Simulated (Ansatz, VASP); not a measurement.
EuS in VASP and in Ansatz

POSCAR

```
EuS
1.0
    0.0000000000      2.9280071947      2.9280071947
    2.9280071947      0.0000000000      2.9280071947
    2.9280071947      2.9280071947      0.0000000000
Eu S
1 1
Direct
    0.0000000000      0.0000000000      0.0000000000
    0.5000000000      0.5000000000      0.5000000000
```

Contents of INCAR.step1:

```
SYSTEM = EuS
PREC     = Accurate       ! precision mode
ENCUT    = 800            ! plane-wave cutoff, eV
ISMEAR   = 1              ! smearing method
SIGMA    = 0.1            ! smearing width, eV
LREAL    = .False.        ! projectors in reciprocal space
LASPH    = .True.         ! aspherical terms in the spheres
NELM     = 200            ! most SCF steps
ISPIN    = 2              ! spin polarisation
MAGMOM   = 7 0            ! initial moments
LMAXMIX  = 6              ! l up to which the mixer works
NBANDS   = 22             ! bands
GGA      = PE             ! functional
ALGO     = Normal         ! electronic algorithm
EDIFF    = 1E-5           ! SCF threshold, eV
LWAVE    = .True.         ! write WAVECAR
LCHARG   = .False.        ! write CHGCAR
GGA_COMPAT= .False.
```

Contents of INCAR.step2:

```
SYSTEM = EuS
PREC     = Accurate       ! precision mode
ENCUT    = 800            ! plane-wave cutoff, eV
EDIFF    = 1E-6           ! SCF threshold, eV
ISMEAR   = 1              ! smearing method
SIGMA    = 0.1            ! smearing width, eV
LREAL    = .False.        ! projectors in reciprocal space
LASPH    = .True.         ! aspherical terms in the spheres
NELM     = 200            ! most SCF steps
ALGO     = Normal         ! electronic algorithm
ISIF     = 2              ! what is computed and relaxed
LWAVE    = .False.        ! write WAVECAR
LCHARG   = .False.        ! write CHGCAR
ISPIN    = 2              ! spin polarisation
MAGMOM   = 7 0            ! initial moments
LORBIT   = 11             ! projections on sites
LMAXMIX  = 6              ! l up to which the mixer works
METAGGA  = R2SCAN         ! meta-GGA
LMIXTAU  = .True.       
NBANDS   = 22             ! bands
ISTART   = 1            
GGA_COMPAT= .False.
```

File KPOINTS:

```
regular mesh
0
Gamma
  8 8 8
  0 0 0
```

Input for Ansatz:

```yaml
crystal:
  lattice:
    - [0.0, 2.928007194666107, 2.928007194666107]
    - [2.928007194666107, 0.0, 2.928007194666107]
    - [2.928007194666107, 2.928007194666107, 0.0]
  atoms:
    - { symbol: Eu, position: [0.0, 0.0, 0.0], spin: 7.0 }
    - { symbol: S, position: [0.5, 0.5, 0.5] }
basis:
  ecutwfc: 750.0
  ecutrho_ratio: 6
kpoints:
  mp_grid:
    grid: [8, 8, 8]
hamiltonian:
  xc: r2scan
  pseudopotentials:
    kind: paw
magnetization:
  spin_polarized: true
scf:
  occupations:
    method: cold
    width: 0.1
  initial_density:
    normalization: atom
```

Alike in both runs: task single point; functional r2SCAN; k mesh 8 × 8 × 8; collinear spin.

|  | VASP | Ansatz |
| --- | --- | --- |
| version | VASP 6.6.1 | Ansatz 0.2.0 |
| potentials or method | VASP PAW PBE potentials, release 64 (Eu, S), cutoff 800 eV | plane waves, PAW |
| occupations | methfessel-paxton of order 1, width 0.1 eV | cold, width 0.1 eV |
| valence electrons in the cell | 23 | 23 |

VASP gave:

- net moment per atom (μB): 3.49
- size of the moment on the site where the two differ most (μB): 6.52

Estimate Ansatz's values.

net moment per atom (μB): 3.50; size of the moment on the site where the two differ most (μB): 6.79.

VASP's potentials were made for PBE, not for r2SCAN. Site moments also hang on the region over which each program counts them. Ansatz's warnings: stability check not made.

Spin-orbit coupling is off throughout.
